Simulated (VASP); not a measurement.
Runs of VASP 6.6.1 on Ge3S. The structure is that of space group Im-3m (No. 229), or close to it. The cells are those of the table. 

```csv
task,cell,k mesh,cutoff (eV),gap on the mesh (eV),pressure (GPa),relaxed volume (Å³/atom)
single point,"a = 4.649 Å, angles 109.5°, 4 atoms",12 × 12 × 12,520,none,0.2,-
single point,"a = 4.758 Å, angles 109.5°, 4 atoms",4 × 4 × 4,520,none,-3.7,-
relaxation of cell and atoms,"relaxed from a = 4.758 Å, angles 109.5°, 4 atoms",12 × 12 × 12,600,none,0.0,(a)
relaxation of cell and atoms,"relaxed from a = 4.649 Å, angles 109.5°, 4 atoms",12 × 12 × 12,600,none,0.0,19.39
```

Alike in all rows: level PBE; potentials or basis VASP PAW PBE potentials, release 64 (Ge_d, S); no spin polarisation; smearing gaussian 0.1 eV.

Problem. Fill in the values left out.

Solution. (a) 19.34.

Caveats: some runs use coarse meshes.

A k mesh can miss the band edges, and the runs leave out spin-orbit coupling on Ge.

A gap of «none» marks levels without a gap at the run's occupations.
